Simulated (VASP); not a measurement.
Write the native input for VASP 6.6.1 that does the following.

| Quantity | Value |
| --- | --- |
| Task | single point |
| Functional | PBE |
| Potentials or basis | VASP PAW PBE potentials, release 64 (Al, P) |
| Cutoff | 520 eV |
| k mesh | 4 × 4 × 4 |
| Occupations | fermi-dirac, width 0.1 eV |
| Spin | no spin polarisation |
| Dipole correction | no |
| Further INCAR settings | ALGO = Normal; EDIFF = 1e-06; NBANDS = 32 |

The structure of Al2P3 lies in POSCAR:

```
Al2P3
1.0
   -4.1466550000      0.0000000000      3.9246020000
    4.1466550000      0.0000000000      3.9246020000
    0.0000000000      6.2370310000      3.9246020000
Al P
4 6
Direct
    0.7500000000      0.2500000000      0.5000000000
    0.2500000000      0.7500000000      0.5000000000
    0.7122700000      0.2877300000      0.0000000000
    0.2877300000      0.7122700000      0.0000000000
    0.1246000000      0.1246000000      0.1424000000
    0.2670000000      0.2670000000      0.8576000000
    0.8754000000      0.8754000000      0.8576000000
    0.7330000000      0.7330000000      0.1424000000
    0.8565000000      0.8565000000      0.2870000000
    0.1435000000      0.1435000000      0.7130000000
```

One way to write it, as run:

INCAR

```
SYSTEM = Al2P3
PREC     = Accurate       ! precision mode
ENCUT    = 520            ! plane-wave cutoff, eV
EDIFF    = 1E-6           ! SCF threshold, eV
ISMEAR   = -1             ! smearing method
SIGMA    = 0.1            ! smearing width, eV
LREAL    = .False.        ! projectors in reciprocal space
LASPH    = .True.         ! aspherical terms in the spheres
NELM     = 100            ! most SCF steps
ALGO     = Normal         ! electronic algorithm
ISIF     = 2              ! what is computed and relaxed
LWAVE    = .False.        ! write WAVECAR
LCHARG   = .False.        ! write CHGCAR
GGA      = PE             ! functional
NBANDS   = 32             ! bands
```

KPOINTS

```
regular mesh
0
Gamma
  4 4 4
  0 0 0
```

Potentials or basis: VASP PAW PBE potentials, release 64 (Al, P).

Command:

```bash
$ cat potpaw_PBE.64/Al/POTCAR potpaw_PBE.64/P/POTCAR > POTCAR
$ mpirun -np 1 vasp_std > vasp.out
```

Results of the run:

```
Pressure               : 31.1 GPa
Largest force          : 12.448 eV/Å
Band gap on the k mesh : zero (band 21 reaches 6.24 eV, above the bottom of band 22 at 5.58 eV)
```

Caveat: forces of over 1 eV/Å act on the atoms, so gaps and moduli don't describe the material at rest.

Wall time 2.1 min on 1 thread of Intel(R) Xeon(R) Platinum 8488C (Sapphire Rapids), with other jobs on the host, peak memory 0.32 GiB.
